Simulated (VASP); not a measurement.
## SiO2: relaxation of shape and atoms at fixed volume with LDA

The system is SiO2.

```
Si O
1.0
     4.81279    0.00000    0.00000
    -2.40639    4.16800    0.00000
     0.00000    0.00000    8.43763
Si O
4 8
Direct
  0.66667 0.33333 0.93660
  0.66667 0.33333 0.56340
  0.33333 0.66667 0.06340
  0.33333 0.66667 0.43660
  0.00000 0.38509 0.00000
  0.38509 0.38509 0.50000
  0.61491 0.00000 0.50000
  0.61491 0.61491 0.00000
  0.00000 0.61491 0.50000
  0.66667 0.33333 0.75000
  0.33333 0.66667 0.25000
  0.38509 0.00000 0.00000
```

```yaml
Program: VASP 6.6.1
Task: relaxation of shape and atoms at fixed volume
Functional: LDA
Potentials_or_basis: VASP PAW LDA potentials, release 64 (Si, O)
Cutoff: 600 eV
k_mesh: 6 × 6 × 4
Occupations: gaussian, width 0.02 eV
Spin: no spin polarisation
Dipole_correction: no
Further_INCAR_settings: ALGO = Normal; EDIFF = 1e-07; IBRION = 2; EDIFFG = -0.01; NSW = 50; ISIF = 4
```

```yaml
Energy_gained_by_relaxing: 7.6 meV/atom
Ionic_steps: 7
Pressure_after_relaxing: 3.4 GPa
Largest_force_after_relaxing: 0.004 eV/Å
Band_gap_on_the_k_mesh: 5.50 eV (least direct gap 5.62 eV)
```

Forces in eV/Å, atoms in the order of the input:
```
Si   0.000  0.000 -0.004
Si   0.000  0.000  0.004
Si   0.000  0.000  0.004
Si   0.000  0.000 -0.004
O    0.002 -0.004  0.000
O   -0.002 -0.004  0.000
O    0.004  0.000  0.000
O    0.002  0.004  0.000
O   -0.002  0.004  0.000
O    0.000  0.000  0.000
O    0.000  0.000  0.000
O   -0.004  0.000  0.000
```

Step by step:
```csv
step,energy change (eV),largest force (eV/Å),pressure (GPa),volume (Å³)
1,0.0000,0.4781,8.38,169.26
2,-0.0522,0.2642,6.52,169.26
3,-0.0753,0.4286,4.25,169.26
4,-0.0832,0.4189,3.13,169.26
5,-0.0870,0.1163,3.53,169.26
6,-0.0890,0.0889,3.50,169.26
7,-0.0915,0.0043,3.40,169.26
```

Final structure:
```cif
data_structure
_symmetry_space_group_name_H-M 'P 1'
_symmetry_Int_Tables_number 1
_cell_length_a 4.7874
_cell_length_b 4.7874
_cell_length_c 8.5275
_cell_angle_alpha 90.000
_cell_angle_beta 90.000
_cell_angle_gamma 120.000
_cell_volume 169.26
loop_
_atom_site_label
_atom_site_type_symbol
_atom_site_fract_x
_atom_site_fract_y
_atom_site_fract_z
_atom_site_occupancy
Si1 Si 0.66667 0.33333 0.93627 1
Si2 Si 0.66667 0.33333 0.56373 1
Si3 Si 0.33333 0.66667 0.06373 1
Si4 Si 0.33333 0.66667 0.43627 1
O1 O 0.00000 0.37252 0.00000 1
O2 O 0.37253 0.37252 0.50000 1
O3 O 0.62747 0.00000 0.50000 1
O4 O 0.62747 0.62747 0.00000 1
O5 O 0.00000 0.62747 0.50000 1
O6 O 0.66667 0.33333 0.75000 1
O7 O 0.33333 0.66667 0.25000 1
O8 O 0.37253 0.00000 0.00000 1
```

Levels at points of the mesh, in eV from the valence-band top:
| k point | band 28 | band 29 | band 30 | band 31 | band 32 | band 33 | band 34 | band 35 | band 36 | band 37 |
| --- | --- | --- | --- | --- | --- | --- | --- | --- | --- | --- |
| (0.00, 0.00, 0.00) | -1.61 | -0.70 | -0.70 | -0.13 | -0.13 | 5.50 | 7.99 | 8.17 | 9.31 | 9.73 |
| (0.50, 0.00, 0.00) | -1.35 | -0.95 | -0.75 | -0.68 | -0.12 | 7.89 | 8.55 | 8.68 | 8.97 | 9.13 |
| (0.00, 0.00, 0.50) | -1.64 | -0.67 | -0.67 | -0.11 | -0.11 | 6.34 | 6.34 | 9.12 | 9.12 | 9.71 |
| (0.50, 0.00, 0.50) | -1.18 | -0.76 | -0.76 | -0.45 | -0.45 | 8.30 | 8.30 | 8.72 | 8.72 | 9.20 |

Run time: 25 min on 1 thread of Oxide Virtual Turin-like Processor (shared host), peak memory 0.29 GiB.

A k mesh can miss the band edges.
